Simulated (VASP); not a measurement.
# Zn12Cl in VASP: further runs

Runs on Zn12Cl. Level: PBE. Tasks: single point.

Program: VASP 6.6.1. These are calculated values, not measurements. Logs are shortened: lines on timing, memory, paths and dates and some standing lists are left out, and cuts for length are marked.

## Step 1: The cell of the first run

The cell holds a slab with vacuum, 13 atoms: a = 5.320 Å, b = 5.320 Å, c = 17.937 Å, α = 90.00°, β = 90.00°, γ = 60.00°.

## Step 2: Single point, PBE

File INCAR:

```
SYSTEM = Zn12Cl
  ALGO = Normal
  EDIFF = 1E-6
  ENCUT = 520
  GGA = PE
  ISIF = 2
  ISMEAR = -1
  LASPH = .TRUE.
  LCHARG = .FALSE.
  LREAL = .FALSE.
  LWAVE = .FALSE.
  NBANDS = 88
  NELM = 100
  PREC = Accurate
  SIGMA = 0.15
```

File KPOINTS:

```
k-points
0
G
  2 2 1
  0 0 0
```

File POSCAR:

```
Zn12Cl
1.0
    5.3200000000      0.0000000000      0.0000000000
    2.6600000000      4.6072550000      0.0000000000
    0.0000000000      0.0000000000     17.9369600000
Zn Cl
12 1
Direct
    0.0000000000      0.0000000000      0.0557508073
    0.5000000000      0.0000000000      0.0557508073
    0.0000029844      0.4999940312      0.0557508073
    0.5000029844      0.4999940312      0.0557508073
   -0.1486530112      0.3279827142      0.1964937202
    0.3405692995      0.3293501228      0.1864139743
   -0.1041077239      0.8418244703      0.1871052843
    0.4197962952      0.8104825976      0.1785642606
    0.0580636434     -0.0774430762      0.3230090272
    0.5341436988     -0.0812197285      0.3190395697
    0.0671847124      0.4301042595      0.3169321892
    0.5690083156      0.4117202108      0.3114463097
    0.7972239060      0.7052138421      0.4352855779
```

Potentials or basis: VASP PAW PBE potentials, release 64 (Zn, Cl).

Command:

```bash
> cat potpaw_PBE.64/Zn/POTCAR potpaw_PBE.64/Cl/POTCAR > POTCAR
> mpirun -np 1 vasp_std > vasp.out
```

OUTCAR:

```text
SYSTEM = Zn12Cl
   EDIFF = 1E-6
   ENCUT = 520
   GGA = PE
   ISIF = 2
   ISMEAR = -1
   LASPH = .TRUE.
   LREAL = .FALSE.
   NELM = 100
   PREC = Accurate

 ion  position               nearest neighbor table
   1  0.000  0.000  0.056-   7 2.65   4 2.66   3 2.66   2 2.66   2 2.66   3 2.66   4 2.66   8 2.93
                             5 2.94
   2  0.500  0.000  0.056-   8 2.55   4 2.66   3 2.66   1 2.66   1 2.66   4 2.66   3 2.66   6 2.79
                             7 2.99
   3  0.000  0.500  0.056-   1 2.66   2 2.66   4 2.66   4 2.66   2 2.66   1 2.66   6 2.82   7 2.86
                             5 2.93
   4  0.500  0.500  0.056-   8 2.66   2 2.66   1 2.66   3 2.66   3 2.66   1 2.66   2 2.66   6 2.79
                             5 3.00
   5  0.851  0.328  0.196-  12 2.46   8 2.46   7 2.48   6 2.61  11 2.63   6 2.72   7 2.86   8 2.92
                             3 2.93   9 2.94   1 2.94   4 3.00
   6  0.341  0.329  0.186-   7 2.57   8 2.58   5 2.61  11 2.67  12 2.69   5 2.72   7 2.79   2 2.79
                             4 2.79   8 2.80   3 2.82  10 3.04
   7  0.896  0.842  0.187-   5 2.48   6 2.57   8 2.62   1 2.65   9 2.69   8 2.71   6 2.79   3 2.86
                             5 2.86  10 2.95   2 2.99  11 3.01
   8  0.420  0.810  0.179-   5 2.46   2 2.55   6 2.58   7 2.62   4 2.66   7 2.71  10 2.72   6 2.80
                             5 2.92   1 2.93  12 3.02
   9  0.058  0.923  0.323-  10 2.52  11 2.60  12 2.61   7 2.69  12 2.73  11 2.73  10 2.80   5 2.94

  10  0.534  0.919  0.319-  13 2.45   9 2.52  11 2.61  12 2.61   8 2.72  12 2.72  11 2.73   9 2.80
                             7 2.95   6 3.04
  11  0.067  0.430  0.317-  13 2.57   9 2.60  10 2.61  12 2.62   5 2.63   6 2.67  12 2.70  10 2.73
                             9 2.73   7 3.01
  12  0.569  0.412  0.311-   5 2.46   9 2.61  10 2.61  11 2.62   6 2.69  11 2.70  10 2.72   9 2.73
                             8 3.02
  13  0.797  0.705  0.435-  10 2.45  11 2.57

  LATTYP: Found a hexagonal cell.
 ALAT       =     5.3199998717
 C/A-ratio  =     3.3716091039

  Lattice vectors:

 A1 = (  -2.6600000000,  -4.6072550000,   0.0000000000)
 A2 = (   5.3200000000,   0.0000000000,   0.0000000000)
 A3 = (   0.0000000000,   0.0000000000,  17.9369600000)

Analysis of symmetry for initial positions (statically):
=====================================================================
 Subroutine PRICEL returns:
 Original cell was already a primitive cell.

 Routine SETGRP: Setting up the symmetry group for a
 hexagonal supercell.
[... 132 lines left out ...]
   NUPDOWN=      -1.0000    fix difference up-down
   EMIN   =  10.00;   EMAX   =-10.00  energy-range for DOS
   EFERMI =   0.00;   METHOD = LEGACY
   ISMEAR =    -1;   SIGMA  =   0.15  broadening in eV -4-tet -1-fermi 0-gaus
   EFERMI_NEDOS =   21; number of points for ismear=-14 and -15
   IALGO  =     38    algorithm
   IMIX   =      4    mixing-type and parameters
     AMIX     =   0.40;   BMIX     =  1.00
     AMIX_MAG =   1.60;   BMIX_MAG =  1.00
  volume/ion in A,a.u.               =      33.82       228.22
  Fermi-wavevector in a.u.,A,eV,Ry     =   1.146479  2.166532 17.883701  1.314415
  Thomas-Fermi vector in A             =   2.283164
   LORBIT       =      0    0 simple, 1 ext, 2 COOP (PROOUT), +10 PAW based schemes
   GGA     = PE    functional components
   LHFCALC =     F    Hartree Fock is set to
   AEXX    =    0.0000 exact exchange contribution
   IVDW    =     0    specifies the selected vdW correction
   LEPSILON=     F    determine dielectric tensor
   LRPA    =     F    only Hartree local field effects (RPA)
 non-spin polarized calculation
  energy-cutoff  :      520.00
  volume of cell :      439.65
 maximum number of plane-waves:     11852
 NGX is ok and might be reduce to    40
   NGX = 19   NGY = 19   NGZ = 67

 number of electron     150.9999988 magnetization

 Free energy of the ion-electron system (eV)
  ---------------------------------------------------
  ext. energy  EPLUGINS =         0.00000000
  ---------------------------------------------------
  free energy    TOTEN  =       -15.51630742 eV

  energy without entropy =      -15.11485730  energy(sigma->0) =      -15.31558236

 E-fermi :  -0.8879     XC(G=0):  -6.0141

 val. band max:       -0.9388791389   @ k =   0.5000   0.5000   0.0000
 cond. band min:      -0.7156480440   @ k =   0.0000   0.0000   0.0000
 fundamental gap:      0.2232310949
 Fermi energy:        -0.8878975346

 k-point     1 :       0.0000    0.0000    0.0000
  band No.  band energies     occupation
      1     -16.4874      2.00000
      2     -11.2142      2.00000
      3      -9.8769      2.00000
      4      -9.6575      2.00000
      5      -9.5843      2.00000
      6      -9.5599      2.00000
[... 349 lines left out ...]
     86       3.7132      0.00000
     87       3.9666      0.00000
 [bands above 87 left out]

------------------------ aborting loop because EDIFF is reached ----------------------------------------

  FORCE on cell =-STRESS in cart. coord.  units (eV):
  Direction    XX          YY          ZZ          XY          YZ          ZX
  --------------------------------------------------------------------------------------
  -------------------------------------------------------------------------------------
  Total        2.3524415      4.1904622      0.6497546      0.1264502      0.6992454     -0.5028410
  in kB        8.5728791     15.2710814      2.3678666      0.4608160      2.5482231     -1.8324769
  external PRESSURE =       8.7372757 kB  Pullay stress =       0.0000000 kB

 VOLUME and BASIS-vectors are now :
 -----------------------------------------------------------------------------
  energy-cutoff  :      520.00
  volume of cell :      439.65
      direct lattice vectors                 reciprocal lattice vectors
     5.320000000  0.000000000  0.000000000     0.187969925 -0.108524490  0.000000000
     2.660000000  4.607255000  0.000000000     0.000000000  0.217048980  0.000000000
     0.000000000  0.000000000 17.936960000     0.000000000  0.000000000  0.055750807

 POSITION                                       TOTAL-FORCE (eV/Angst)
 -----------------------------------------------------------------------------------
      0.00000      0.00000      1.00000         0.042994      0.070756     -0.067992
      2.66000      0.00000      1.00000         0.276098      0.038367     -0.236175
      1.33000      2.30360      1.00000        -0.052319      0.051288      0.134463
      3.99000      2.30360      1.00000         0.126182     -0.132510     -0.039402
      5.40160      1.51110      3.52450         0.637490     -0.219668     -0.646723
      2.68790      1.51740      3.34370         0.260665     -0.151221     -0.155872
      7.00540      3.87850      3.35610        -0.528749     -0.347557      0.245668
      4.38920      3.73410      3.20290        -0.733977      0.256253      0.410801
      2.76290      4.25045      5.79380         0.052904      0.141082     -0.184129
      5.28560      4.23305      5.72260         0.366687      0.331537      0.065569
      1.50150      1.98160      5.68480        -0.015640     -0.113051      0.324693
      4.12230      1.89690      5.58640        -0.526914      0.161041      0.337132
      6.11710      3.24910      7.80770         0.094579     -0.086318     -0.188033
 -----------------------------------------------------------------------------------
    total drift:                               -0.000880      0.000970      0.003478

  FREE ENERGIE OF THE ION-ELECTRON SYSTEM (eV)
  ---------------------------------------------------
  free  energy   TOTEN  =       -15.5163074153 eV

  energy  without entropy=      -15.1148572973  energy(sigma->0) =      -15.31558236
```

stdout:

```text
POSCAR found type information on POSCAR ZnCl
 POSCAR found :  2 types and      13 ions
 scaLAPACK will be used
 LDA part: xc-table for (Slater+PW92), standard interpolation
 POSCAR, INCAR and KPOINTS ok, starting setup
 FFT: planning ... GRIDC
 FFT: planning ... GRID_SOFT
 FFT: planning ... GRID
 WAVECAR not read
 entering main loop
```

Run time: 6.3 min. Hardware: 1 thread of Intel Xeon Platinum 8259CL at 2.50GHz (Skylake/Cascade Lake), shared host; peak memory 0.55 GiB.

What came out:

```
Free energy            : -15.5163 eV
Largest force          : 0.934 eV/Å
Band gap on the k mesh : zero (an odd number of electrons rules out a gap without spin polarisation)
```

Forces in eV/Å, atoms in the order of the input:
```
Zn   0.043  0.071 -0.068
Zn   0.276  0.038 -0.236
Zn  -0.052  0.051  0.134
Zn   0.126 -0.133 -0.039
Zn   0.637 -0.220 -0.647
Zn   0.261 -0.151 -0.156
Zn  -0.529 -0.348  0.246
Zn  -0.734  0.256  0.411
Zn   0.053  0.141 -0.184
Zn   0.367  0.332  0.066
Zn  -0.016 -0.113  0.325
Zn  -0.527  0.161  0.337
Cl   0.095 -0.086 -0.188
```

Caveat: the k points lie up to 0.68 Å⁻¹ apart, too coarse for converged energies and pressures of a metal; the atoms stand as in a frame of molecular dynamics; an odd number of electrons without spin polarisation forces a metal; a magnetic or distorted state may lie lower.

## Step 3: Single point, PBE

File INCAR:

```
  PREC = Accurate
  ENCUT = 520
  EDIFF = 1E-7
  ISMEAR = -1
  SIGMA = 0.15
  LREAL = F
  LASPH = T
  NELM = 80
  ALGO = Normal
  ISIF = 2
  LWAVE = F
  LCHARG = F
  GGA = PE
  NBANDS = 88
```

File KPOINTS:

```
regular mesh
0
Gamma
  2 2 1
```

File POSCAR:

```
Zn12Cl
1.0
    5.3200000000      0.0000000000      0.0000000000
    2.6600000000      4.6072550000      0.0000000000
    0.0000000000      0.0000000000     17.9369600000
Zn Cl
12 1
Direct
    0.0000000000      0.0000000000      0.0557508073
    0.5000000000      0.0000000000      0.0557508073
    0.0000029844      0.4999940312      0.0557508073
    0.5000029844      0.4999940312      0.0557508073
   -0.1439671333      0.2331974245      0.1916935757
    0.3341183241      0.2609362842      0.1956017073
   -0.1985327909      0.7260505442      0.2085247444
    0.3239152239      0.7571319582      0.1866146772
    0.0434793983     -0.0443648116      0.3139662462
    0.5722530867     -0.0497693312      0.3366010740
    0.0192318734      0.4288670803      0.3442723851
    0.5183007990      0.4559547930      0.3209127968
    0.8357482982      0.6740673134      0.4505947496
```

Potentials or basis: VASP PAW PBE potentials, release 64 (Zn, Cl).

Command:

```bash
> cat potpaw_PBE.64/Zn/POTCAR potpaw_PBE.64/Cl/POTCAR > POTCAR
> mpirun -np 1 vasp_std > vasp.out
```

Run time: 6.3 min. Hardware: 1 thread of Intel Xeon Platinum 8259CL at 2.50GHz (Skylake/Cascade Lake), shared host; peak memory 0.55 GiB.

The run converged. Its results:

* Free energy: -15.3953 eV
* Largest force: 1.181 eV/Å
* Band gap on the k mesh: zero (an odd number of electrons rules out a gap without spin polarisation)

Forces in eV/Å, atoms in the order of the input:
```
Zn  -0.121 -0.176  0.112
Zn   0.123 -0.211  0.202
Zn  -0.052  0.030  0.331
Zn   0.048 -0.212  0.135
Zn  -0.519  0.367 -0.342
Zn   0.076  0.041  0.046
Zn   0.842  0.378  0.000
Zn  -0.182 -0.155 -0.071
Zn   0.178 -0.262  0.040
Zn  -0.843  0.404 -0.001
Zn   0.733 -0.550 -0.744
Zn  -0.150 -0.033 -0.427
Cl  -0.134  0.379  0.720
```

Levels at points of the mesh, in eV from the Fermi level:
```
           k point  band 71  band 72  band 73  band 74  band 75  band 76  band 77  band 78  band 79  band 80
(0.00, 0.00, 0.00)    -2.05    -1.94    -1.50    -1.34    -1.20    -0.86    -0.66     0.22     0.54     0.76
(0.50, 0.00, 0.00)    -2.84    -2.76    -2.03    -1.81    -0.02     0.20     0.35     0.98     3.32     3.35
(0.50, 0.50, 0.00)    -2.83    -2.78    -2.10    -1.82    -0.18     0.09     0.31     1.14     3.27     3.41
(0.00, 0.50, 0.00)    -2.84    -2.66    -2.02    -1.87     0.07     0.16     0.35     0.93     3.29     3.34
```

Caveat: the k points lie up to 0.68 Å⁻¹ apart, too coarse for converged energies and pressures of a metal; the atoms stand as in a frame of molecular dynamics; an odd number of electrons without spin polarisation forces a metal; a magnetic or distorted state may lie lower.

(Part 1 of 2 ends here.)
